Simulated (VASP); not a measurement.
Cs:

```
Cs
1.0
     9.59584    0.00000    0.00000
     0.00000    9.59584    0.00000
     0.00000    0.00000    9.59584
Cs
8
Direct
  0.00000 0.00000 0.00000
  0.50000 0.50000 0.50000
  0.25000 0.00000 0.50000
  0.75000 0.00000 0.50000
  0.50000 0.25000 0.00000
  0.50000 0.75000 0.00000
  0.00000 0.50000 0.25000
  0.00000 0.50000 0.75000
```

* Program: VASP 6.6.1
* Task: relaxation of cell and atoms
* Functional: BLYP
* Potentials or basis: VASP PAW PBE potentials, release 64 (Cs_sv)
* Cutoff: 600 eV
* k mesh: 3 × 3 × 3
* Occupations: fermi-dirac, width 0.1 eV
* Spin: no spin polarisation

At the start: pressure 0.3 GPa; volume 110.45 Å³/atom.

**Question.** How do energy, volume and symmetry change on relaxing?

**Answer.** Over 4 steps the energy falls by 12.8 meV/atom and the volume is 126.51 Å³/atom (+14.5 %); space group Pm-3n (No. 223, to 0.1 Å) before and after.

The path:
| step | energy change (eV) | largest force (eV/Å) | pressure (GPa) | volume (Å³) |
| --- | --- | --- | --- | --- |
| 1 | 0.0000 | 0.0000 | 0.27 | 883.59 |
| 2 | -0.0370 | 0.0000 | 0.21 | 907.97 |
| 3 | -0.0973 | 0.0000 | 0.05 | 983.79 |
| 4 | -0.1026 | 0.0000 | 0.00 | 1012.10 |

Final structure:
```cif
data_structure
_symmetry_space_group_name_H-M 'P 1'
_symmetry_Int_Tables_number 1
_cell_length_a 10.0402
_cell_length_b 10.0402
_cell_length_c 10.0402
_cell_angle_alpha 90.000
_cell_angle_beta 90.000
_cell_angle_gamma 90.000
_cell_volume 1012.10
loop_
_atom_site_label
_atom_site_type_symbol
_atom_site_fract_x
_atom_site_fract_y
_atom_site_fract_z
_atom_site_occupancy
Cs1 Cs 0.00000 0.00000 0.00000 1
Cs2 Cs 0.50000 0.50000 0.50000 1
Cs3 Cs 0.25000 0.00000 0.50000 1
Cs4 Cs 0.75000 0.00000 0.50000 1
Cs5 Cs 0.50000 0.25000 0.00000 1
Cs6 Cs 0.50000 0.75000 0.00000 1
Cs7 Cs 0.00000 0.50000 0.25000 1
Cs8 Cs 0.00000 0.50000 0.75000 1
```

Caveat: the PAW data sets were made with another functional, which shifts forces and pressure a little.
